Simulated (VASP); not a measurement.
**BaF2: single point with revPBE+D3(BJ)**

Crystal: BaF2.

```
CELL_PARAMETERS angstrom
0.00000 3.10990 3.10990
3.10990 0.00000 3.10990
3.10990 3.10990 0.00000
ATOMIC_POSITIONS crystal
Ba 0.00000 0.00000 0.00000
F 0.25000 0.25000 0.25000
F 0.75000 0.75000 0.75000
```

```yaml
Program: VASP 6.6.1
Task: single point
Functional: revPBE
Dispersion: D3(BJ)
Potentials_or_basis: VASP PAW PBE potentials, release 64 (Ba_sv, F_h)
Cutoff: 1350 eV
k_mesh: 6 × 6 × 6
Occupations: gaussian, width 0.05 eV
Spin: no spin polarisation
Dipole_correction: no
Further_INCAR_settings: ALGO = Normal; EDIFF = 1e-06; NBANDS = 19
```

The pressure is 1.8 GPa and the band gap on the k mesh is 7.04 eV (least direct gap 7.10 eV). The dispersion energy per atom is -0.235 eV.

Levels at points of the mesh, in eV from the valence-band top:
```tsv
k point	band 10	band 11	band 12	band 13	band 14	band 15
(0.00, 0.00, 0.00)	-0.06	-0.06	-0.06	7.04	9.21	9.21
(0.50, 0.00, 0.00)	-0.33	-0.16	-0.16	9.16	9.23	9.23
(0.50, 0.50, 0.00)	-0.32	-0.32	-0.10	7.43	9.02	10.63
```

Run time: 98 s on 1 thread of AMD EPYC 7R13 Processor (Zen 3), on a shared host, peak memory 0.37 GiB.

Caveat: the PAW data sets were made with another functional, which shifts forces and pressure a little; spin-orbit coupling is left out, which moves the levels of the heavy elements. A k mesh can miss the band edges.
